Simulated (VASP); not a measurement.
Input of a VASP 6.6.1 run:

INCAR

```
ALGO     = Normal         # electronic algorithm
EDIFF    = 1E-6           # SCF threshold, eV
ENCUT    = 600            # plane-wave cutoff, eV
GGA      = PE             # functional
GGA_COMPAT= False        
ISIF     = 2              # what is computed and relaxed
ISMEAR   = 0              # smearing method
ISPIN    = 2              # spin polarisation
LASPH    = True           # aspherical terms in the spheres
LCHARG   = True           # write CHGCAR
LELF     = True           # ELF
LMAXMIX  = 6              # l up to which the mixer works
LORBIT   = 11             # projections on sites
LREAL    = False          # projectors in reciprocal space
LVHAR    = True         
LWAVE    = False          # write WAVECAR
MAGMOM   = 7 0            # initial moments
NBANDS   = 22             # bands
NELM     = 200            # most SCF steps
PREC     = Accurate       # precision mode
SIGMA    = 0.05           # smearing width, eV
```

File KPOINTS:

```
k-points
0
Gamma
  10 10 10
```

File POSCAR:

```
EuS
1.0
    0.0000000000      2.9785000000      2.9785000000
    2.9785000000      0.0000000000      2.9785000000
    2.9785000000      2.9785000000      0.0000000000
Eu S
1 1
Direct
    0.0000000000      0.0000000000      0.0000000000
    0.5000000000      0.5000000000      0.5000000000
```

Potentials or basis: VASP PAW PBE potentials, release 64 (Eu, S).

The run is started by

```bash
$ cat potpaw_PBE.64/Eu/POTCAR potpaw_PBE.64/S/POTCAR > POTCAR
$ mpirun -np 1 vasp_std > vasp.out
```

(1) What does it give for the net moment?

(2) Estimate the site moments.

(3) What does it give for the pressure?

(4) Predict the band gap on the k mesh.

## Answers

(1) 6.99 μB per cell.

(2) Eu +6.59; S -0.07 μB.

(3) -2.7 GPa.

(4) zero (filled and empty bands overlap).

Caveat: spin-orbit coupling is left out, which moves the levels of the heavy elements; a cell with one magnetic atom can't hold antiferromagnetic order, which such compounds often take; without U or exact exchange the open f shell lies at the Fermi level, which spoils levels, moments and volumes.

**Experimental background.**

“Crystal-field mediated electronic transitions of EuS up to 35 GPa”, 2022, pmc:8786971 reports, for a powder of EuS at 300 K: band gap 1.72 eV (optical).

Against the measured gap of EuS, 1.72 eV (optical; 300 K; powder; “Crystal-field mediated electronic transitions of EuS up to 35 GPa”, 2022, pmc:8786971), the calculated 0.00 eV is off by -1.72 eV. So large a miss can be the level of theory's own, or it may mean another phase, state or a wrong row. Spin-orbit coupling on Eu is left out. The value is that of PBE on a finite k mesh, which can miss the band edges, without temperature or zero-point motion. Semilocal functionals fall short of measured gaps as a rule. The run's magnetic order (collinear spin, ferromagnetic start) needn't be the measured crystal's.
